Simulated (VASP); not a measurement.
Here is a VASP 6.6.1 calculation.

Contents of POSCAR:

```
SnO
1.0
   -2.6924444220      2.6925337010      0.0000000000
   -2.6924444220     -2.6925337010      0.0000000000
    0.0000000000      0.0000000000     10.6255476785
Sn O
4 4
Direct
    0.0000739708      0.9999260292      0.6266769380
    0.9999260292      0.0000739708      0.1619692365
    0.4999260292      0.5000739708      0.8754442365
    0.5000739708      0.4999260292      0.4107365350
    0.9999014542      0.5000985458      0.0539990350
    0.0000985458      0.4999014542      0.5187067365
    0.4999014542      0.0000985458      0.0539990350
    0.5000985458      0.9999014542      0.5187067365
```

INCAR.step1

```
PREC     = Accurate       # precision mode
ENCUT    = 520            # plane-wave cutoff, eV
ISMEAR   = 0              # smearing method
SIGMA    = 0.03           # smearing width, eV
LREAL    = False          # projectors in reciprocal space
LASPH    = True           # aspherical terms in the spheres
NELM     = 80             # most SCF steps
NBANDS   = 50             # bands
GGA      = PE             # functional
ALGO     = Normal         # electronic algorithm
EDIFF    = 1E-4           # SCF threshold, eV
LWAVE    = True           # write WAVECAR
LCHARG   = False          # write CHGCAR
KPAR     = 4
```

The input INCAR.step2:

```
PREC     = Accurate       # precision mode
ENCUT    = 520            # plane-wave cutoff, eV
EDIFF    = 1E-7           # SCF threshold, eV
ISMEAR   = 0              # smearing method
SIGMA    = 0.03           # smearing width, eV
LREAL    = False          # projectors in reciprocal space
LASPH    = True           # aspherical terms in the spheres
NELM     = 80             # most SCF steps
ALGO     = Normal         # electronic algorithm
ISIF     = 2              # what is computed and relaxed
LWAVE    = False          # write WAVECAR
LCHARG   = True           # write CHGCAR
METAGGA  = R2SCAN         # meta-GGA
LMIXTAU  = True         
LVHAR    = True         
NBANDS   = 50             # bands
ISTART   = 1            
KPAR     = 4
```

The input KPOINTS:

```
regular mesh
0
Gamma
  9 9 4
```

Potentials or basis: VASP PAW PBE potentials, release 64 (Sn_d, O).

Launch:

```sh
$ cat potpaw_PBE.64/Sn_d/POTCAR potpaw_PBE.64/O/POTCAR > POTCAR
$ cp INCAR.step1 INCAR
$ mpirun -np 4 vasp_std > vasp.out
$ cp INCAR.step2 INCAR
$ mpirun -np 4 vasp_std > vasp.out
```

What does it give for the largest force?

4.850 eV/Å.

Estimate the band gap on the k mesh.

zero (bands 40 and 41 overlap by 0.25 eV).

Stress tensor (GPa, compression positive):
```
 -3.05   0.00   0.00
  0.00  -3.05   0.00
  0.00   0.00 -13.49
```

Caveat: the cell differs from its parent crystal (the distance across one plane changed); the cell stands under tension; semilocal functionals underestimate gaps, so a narrow gap can read as zero; the PAW data sets were made with another functional, which shifts forces and pressure a little; spin-orbit coupling is left out, which moves the levels of the heavy elements.
